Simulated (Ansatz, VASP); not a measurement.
**Two plane-wave programs on Fe**

INCAR

```
SYSTEM = Fe
ALGO     = Normal         ! electronic algorithm
EDIFF    = 1E-7           ! SCF threshold, eV
ENCUT    = 520            ! plane-wave cutoff, eV
GGA      = PE             ! functional
ISIF     = 2              ! what is computed and relaxed
ISMEAR   = -1             ! smearing method
ISPIN    = 2              ! spin polarisation
ISYM     = 0            
LASPH    = .True.         ! aspherical terms in the spheres
LCHARG   = .False.        ! write CHGCAR
LMAXMIX  = 4              ! l up to which the mixer works
LORBIT   = 11             ! projections on sites
LREAL    = .False.        ! projectors in reciprocal space
LWAVE    = .False.        ! write WAVECAR
MAGMOM   = 4 4            ! initial moments
NBANDS   = 19             ! bands
NELM     = 150            ! most SCF steps
PREC     = Accurate       ! precision mode
SIGMA    = 0.1            ! smearing width, eV
```

Contents of KPOINTS:

```
k-points
0
Gamma
  12 12 6
  0 0 0
```

File POSCAR:

```
Fe
1.0
    0.0000000000      1.7545000000      1.7545000000
    1.7545000000      0.0000000000      1.7545000000
    3.5090000000      3.5090000000      0.0000000000
Fe
2
Direct
    0.0000000000      0.0000000000      0.0000000000
    0.0000000000      0.0000000000      0.5000000000
```

Input for Ansatz:

```yaml
crystal:
  lattice:
    - [0.0, 1.7545, 1.7545]
    - [1.7545, 0.0, 1.7545]
    - [3.509, 3.509, 0.0]
  atoms:
    - { symbol: Fe, position: [0.0, 0.0, 0.0], spin: 4.0 }
    - { symbol: Fe, position: [0.0, 0.0, 0.5], spin: 4.0 }
  symmetry: { detect: false, time_reversal: true }
magnetization:
  spin_polarized: true
hamiltonian:
  xc: pbe
  pseudopotentials: { kind: paw }
basis:
  ecutwfc: 420
kpoints:
  mp_grid: { grid: [12, 12, 6] }
scf:
  occupations: { method: fermi_dirac, width: 0.1 }
  lower_state_search: "off"
output:
  forces: true
  stress: true
```

Alike in both runs: task single point; functional PBE; k mesh 12 × 12 × 6; occupations fermi-dirac, width 0.1 eV; collinear spin.

|  | VASP | Ansatz |
| --- | --- | --- |
| version | VASP 6.6.1 | Ansatz 0.2.0 |
| potentials or method | VASP PAW PBE potentials, release 64 (Fe), cutoff 520 eV | PAW, plane waves, scalar-relativistic |
| valence electrons in the cell | 16 | 32 |

|  | VASP | Ansatz | Ansatz less VASP |
| --- | --- | --- | --- |
| pressure (GPa) | -3.1 | -3.4 | -0.24 |
| net moment per atom (μB) | 1.23 | 1.17 | -0.053 |
| size of the moment on the site where the two differ most (μB) | 1.22 | 1.19 | -0.027 |

Site moments also hang on the region over which each program counts them. VASP's potentials hold 16 valence electrons a cell and Ansatz's 32, so a difference there can come from the potentials and not from the codes.
